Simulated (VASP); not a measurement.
# PbO (P1) in VASP: a series of runs

The runs below take PbO through single point, with PBE.

All numbers are computed with VASP 6.6.1; they aren't measurements. Logs are shortened: lines on timing, memory, paths and dates and some standing lists are left out, and cuts for length are marked.

## Step 1: The cell of the first run

The typed cell holds 4 atoms: a = 3.990 Å, b = 3.990 Å, c = 5.010 Å, α = 90.00°, β = 90.00°, γ = 90.00°.

## Step 2: Single point, PBE (atoms moved at random)

File INCAR:

```
ALGO = Normal
EDIFF = 1E-7
ENCUT = 450
ISIF = 2
ISMEAR = 0
LASPH = T
LCHARG = F
LREAL = F
LWAVE = F
NELM = 100
PREC = Accurate
SIGMA = 0.02
```

File KPOINTS:

```
k-points
0
Gamma
  6 6 5
```

File POSCAR:

```
PbO
1.0
    3.9900000000      0.0000000000      0.0000000000
    0.0000000000      3.9900000000      0.0000000000
    0.0000000000      0.0000000000      5.0100000000
Pb O
2 2
Direct
    0.4993990000      0.0030290000      0.7607640000
    0.0007070000      0.5049610000      0.2385260000
    0.5000230000      0.4988230000     -0.0028120000
   -0.0007980000     -0.0038370000     -0.0011880000
```

Potentials or basis: VASP PAW PBE potentials, release 64 (Pb_d, O).

The run is started by

```console
> cat potpaw_PBE.64/Pb_d/POTCAR potpaw_PBE.64/O/POTCAR > POTCAR
> mpirun -np 1 vasp_std > vasp.out
```

OUTCAR:

```text
EDIFF = 1E-7
   ENCUT = 450
   ISIF = 2
   ISMEAR = 0
   LASPH = T
   LREAL = F
   NELM = 100
   PREC = Accurate

 Found     92 irreducible k-points:

 Following reciprocal coordinates:
            Coordinates               Weight
  0.000000  0.000000  0.000000      1.000000
  0.166667  0.000000  0.000000      2.000000
  0.000000  0.166667  0.000000      2.000000
  0.333333  0.000000  0.000000      2.000000
  0.000000  0.333333  0.000000      2.000000
  0.500000  0.000000  0.000000      1.000000
   k-points           NKPTS =     92   k-points in BZ     NKDIM =     92   number of bands    NBANDS=     24
   number of dos      NEDOS =    301   number of ions     NIONS =      4
   total plane-waves  NPLWV =  28224
   dimension x,y,z NGX =    28 NGY =   28 NGZ =   36
   dimension x,y,z NGXF=    56 NGYF=   56 NGZF=   72
   ions per type =               2   2
   NGX,Y,Z   is equivalent  to a cutoff of  11.67, 11.67, 11.95 a.u.
   NGXF,Y,Z  is equivalent  to a cutoff of  23.33, 23.33, 23.89 a.u.
 SYSTEM =  unknown system
   PREC   = accura    normal or accurate (medium, high low for compatibility)
   ISTART =      0    job   : 0-new  1-cont  2-samecut
   ICHARG =      2    charge: 1-file 2-atom 10-const
   ISPIN  =      1    spin polarized calculation?
   LNONCOLLINEAR =      F non collinear calculations
   LSORBIT =      F    spin-orbit coupling
   LASPH  =      T    aspherical Exc in radial PAW
   ENCUT  =  450.0 eV  33.07 Ry    5.75 a.u.   6.90  6.90  8.67*2*pi/ulx,y,z
   NELM   =    100;   NELMIN=  2; NELMDL= -5     # of ELM steps
   EDIFF  = 0.1E-06   stopping-criterion for ELM
   LREAL  =      F    real-space projection
   EDIFFG = 0.1E-05   stopping-criterion for IOM
   NSW    =      0    number of steps for IOM
   IBRION =     -1    ionic relax: 0-MD 1-quasi-New 2-CG
   NFREE  =      0    steps in history (QN), initial steepest desc. (CG)
   ISIF   =      2    stress and relaxation
   ISYM   =      2    0-nonsym 1-usesym 2-fastsym
   POTIM  = 0.5000    time-step for ionic-motion
   TEBEG  =    0.0;   TEEND  =   0.0 temperature during run

   SCALEE = 1.0000    scale energy and forces
   PSTRESS=    0.0 pullay stress
   NELECT =      40.0000    total number of electrons
   NUPDOWN=      -1.0000    fix difference up-down
   EMIN   =  10.00;   EMAX   =-10.00  energy-range for DOS
   EFERMI =   0.00;   METHOD = LEGACY
   ISMEAR =     0;   SIGMA  =   0.02  broadening in eV -4-tet -1-fermi 0-gaus
   EFERMI_NEDOS =   21; number of points for ismear=-14 and -15
   IALGO  =     38    algorithm
   IMIX   =      4    mixing-type and parameters
     AMIX     =   0.40;   BMIX     =  1.00
     AMIX_MAG =   1.60;   BMIX_MAG =  1.00
  volume/ion in A,a.u.               =      19.94       134.56
  Fermi-wavevector in a.u.,A,eV,Ry     =   1.300670  2.457909 23.017539  1.691741
  Thomas-Fermi vector in A             =   2.431853
   LORBIT       =      0    0 simple, 1 ext, 2 COOP (PROOUT), +10 PAW based schemes
   GGA     = PE    functional components
   LHFCALC =     F    Hartree Fock is set to
   AEXX    =    0.0000 exact exchange contribution
   IVDW    =     0    specifies the selected vdW correction
   LEPSILON=     F    determine dielectric tensor
   LRPA    =     F    only Hartree local field effects (RPA)

   CSHIFT  =0.1000    complex shift for real part using Kramers Kronig

   OMEGAMAX=  -1.0    maximum frequency
 non-spin polarized calculation
 Gauss-broadening in eV      SIGMA  =   0.02
  energy-cutoff  :      450.00
  volume of cell :       79.76
 maximum number of plane-waves:      1746
   NGX = 13   NGY = 13   NGZ = 17

 number of electron      40.0000024 magnetization

 Free energy of the ion-electron system (eV)
  ---------------------------------------------------
  ext. energy  EPLUGINS =         0.00000000
  ---------------------------------------------------
  free energy    TOTEN  =       -21.44073157 eV

  energy without entropy =      -21.44073157  energy(sigma->0) =      -21.44073157

 E-fermi :   5.1685     XC(G=0):  -9.8239

 val. band max:        5.0764741420   @ k =   0.0000   0.0000   0.0000
 cond. band min:       6.2644536882   @ k =   0.5000   0.5000   0.0000
 fundamental gap:      1.1879795461
 Fermi energy:         5.1685207531

 k-point     1 :       0.0000    0.0000    0.0000
  band No.  band energies     occupation
      1     -13.2044      2.00000
      2     -12.6955      2.00000
      3     -10.9280      2.00000
      4     -10.9277      2.00000
      5     -10.8701      2.00000
      6     -10.8490      2.00000
[... 16 lines left out ...]
     23      10.6524      0.00000
     24      10.7620      0.00000

 k-point     2 :       0.1667    0.0000    0.0000
  band No.  band energies     occupation
      1     -13.1489      2.00000
      2     -12.7142      2.00000
      3     -10.9151      2.00000
      4     -10.9125      2.00000
      5     -10.8510      2.00000
      6     -10.8324      2.00000
[... 16 lines left out ...]
     23      10.7991      0.00000
     24      10.9292      0.00000

 k-point     3 :       0.0000    0.1667    0.0000
  band No.  band energies     occupation
      1     -13.1481      2.00000
      2     -12.7133      2.00000
      3     -10.9145      2.00000
      4     -10.9132      2.00000
      5     -10.8509      2.00000
      6     -10.8338      2.00000
[... 16 lines left out ...]
     23      10.7970      0.00000
     24      10.9486      0.00000

 k-point     4 :       0.3333    0.0000    0.0000
  band No.  band energies     occupation
      1     -13.0200      2.00000
      2     -12.7762      2.00000
      3     -10.8804      2.00000
      4     -10.8743      2.00000
      5     -10.8112      2.00000
      6     -10.8040      2.00000
[... 16 lines left out ...]
     23      10.7723      0.00000
     24      11.2147      0.00000

 k-point     5 :       0.0000    0.3333    0.0000
  band No.  band energies     occupation
      1     -13.0178      2.00000
      2     -12.7738      2.00000
      3     -10.8801      2.00000
      4     -10.8751      2.00000
      5     -10.8128      2.00000
      6     -10.8049      2.00000
[... 16 lines left out ...]
     23      10.7679      0.00000
     24      11.1993      0.00000

 k-point     6 :       0.5000    0.0000    0.0000
  band No.  band energies     occupation
      1     -12.8858      2.00000
      2     -12.8803      2.00000
      3     -10.8423      2.00000
      4     -10.8369      2.00000
      5     -10.8329      2.00000
      6     -10.8284      2.00000
[... 16 lines left out ...]
     23      11.6500      0.00000
     24      11.6778      0.00000

 [... further k-points ...]

------------------------ aborting loop because EDIFF is reached ----------------------------------------

  FORCE on cell =-STRESS in cart. coord.  units (eV):
  Direction    XX          YY          ZZ          XY          YZ          ZX
  --------------------------------------------------------------------------------------
  -------------------------------------------------------------------------------------
  Total        1.5154800      1.6762026      1.0730145      0.0000358     -0.0873322     -0.0174225
  in kB       30.4422864     33.6708118     21.5542379      0.0007192     -1.7542896     -0.3499753
  external PRESSURE =      28.5557787 kB  Pullay stress =       0.0000000 kB

 VOLUME and BASIS-vectors are now :
 -----------------------------------------------------------------------------
  energy-cutoff  :      450.00
  volume of cell :       79.76
      direct lattice vectors                 reciprocal lattice vectors
     3.990000000  0.000000000  0.000000000     0.250626566  0.000000000  0.000000000
     0.000000000  3.990000000  0.000000000     0.000000000  0.250626566  0.000000000
     0.000000000  0.000000000  5.010000000     0.000000000  0.000000000  0.199600798

 POSITION                                       TOTAL-FORCE (eV/Angst)
 -----------------------------------------------------------------------------------
      1.99260      0.01209      3.81143         0.004887     -0.060645     -0.189459
      0.00282      2.01479      1.19502        -0.017435     -0.132775      0.061019
      1.99509      1.99030      4.99591        -0.003256      0.035471      0.098936
      3.98682      3.97469      5.00405         0.015804      0.157949      0.029504
 -----------------------------------------------------------------------------------
    total drift:                                0.000042     -0.000136      0.000629

  FREE ENERGIE OF THE ION-ELECTRON SYSTEM (eV)
  ---------------------------------------------------
  free  energy   TOTEN  =       -21.4407315678 eV

  energy  without entropy=      -21.4407315678  energy(sigma->0) =      -21.44073157
```

Wall time 85 s (1 thread of AMD EPYC 9R45 (Zen 5), shared host); peak memory 0.22 GiB.

What came out:

```yaml
Free_energy: -21.4407 eV
Largest_force: 0.199 eV/Å
Band_gap_on_the_k_mesh: 1.19 eV (least direct gap 2.16 eV)
```

Forces in eV/Å, atoms in the order of the input:
```
Pb   0.005 -0.061 -0.189
Pb  -0.017 -0.133  0.061
O   -0.003  0.035  0.099
O    0.016  0.158  0.030
```

Levels at points of the mesh, in eV from the valence-band top:
```csv
k point,band 17,band 18,band 19,band 20,band 21,band 22,band 23,band 24
"(0.00, 0.00, 0.00)",-1.67,-1.58,-1.58,0.00,2.41,5.48,5.58,5.69
"(0.50, 0.00, 0.00)",-2.93,-2.90,-1.64,-1.62,3.37,3.40,6.57,6.60
"(0.00, 0.50, 0.00)",-2.94,-2.89,-1.65,-1.62,3.39,3.44,6.60,6.64
"(0.50, 0.50, 0.00)",-1.67,-1.62,-0.98,-0.97,1.19,1.19,5.26,5.30
```

Caveat: the cell differs from its parent crystal (atoms moved at random); the cutoff is under 1.25 times the usual one of these potentials, so pressure, stress and relaxed cells hold a basis-set (Pulay) error; spin-orbit coupling is left out, which moves the levels of the heavy elements; an odd mesh through Γ misses points on the zone boundary, where band edges can lie.

## Step 3: Single point, PBE (atoms moved at random)

INCAR: that of step 2 with these lines changed.

```diff
@@ -2,3 +2,3 @@
 EDIFF = 1E-7
-ENCUT = 450
+ENCUT = 520
 ISIF = 2
```

KPOINTS is that of step 2.

POSCAR is that of step 2.

Potentials or basis: VASP PAW PBE potentials, release 64 (Pb_d, O).

The run is started by

```console
> cat potpaw_PBE.64/Pb_d/POTCAR potpaw_PBE.64/O/POTCAR > POTCAR
> mpirun -np 1 vasp_std > vasp.out
```

Run time: 1.9 min. Hardware: 1 thread of AMD EPYC 9R45 (Zen 5), shared host; peak memory 0.25 GiB.

Results (log left out):

* Free energy: -21.4327 eV
* Pressure: 3.4 GPa
* Largest force: 0.201 eV/Å
* Band gap on the k mesh: 1.19 eV (least direct gap 2.16 eV)

Forces on the atoms (eV/Å):
```
Pb   0.005 -0.060 -0.192
Pb  -0.017 -0.132  0.064
O   -0.003  0.035  0.099
O    0.016  0.158  0.029
```

Stress tensor (GPa, compression positive):
```
 3.57  0.00 -0.04
 0.00  3.89 -0.17
-0.04 -0.17  2.67
```

Levels at points of the mesh, in eV from the valence-band top:
```tsv
k point	band 16	band 17	band 18	band 19	band 20	band 21	band 22	band 23	band 24
(0.00, 0.00, 0.00)	-4.18	-1.67	-1.58	-1.58	0.00	2.41	5.48	5.58	5.68
(0.50, 0.00, 0.00)	-3.13	-2.93	-2.90	-1.64	-1.62	3.37	3.39	6.57	6.60
(0.00, 0.50, 0.00)	-3.11	-2.94	-2.89	-1.65	-1.62	3.39	3.44	6.60	6.64
(0.50, 0.50, 0.00)	-3.34	-1.67	-1.62	-0.98	-0.97	1.19	1.19	5.26	5.30
```

Caveat: the cell differs from its parent crystal (atoms moved at random); the cell stands under pressure; spin-orbit coupling is left out, which moves the levels of the heavy elements; an odd mesh through Γ misses points on the zone boundary, where band edges can lie.
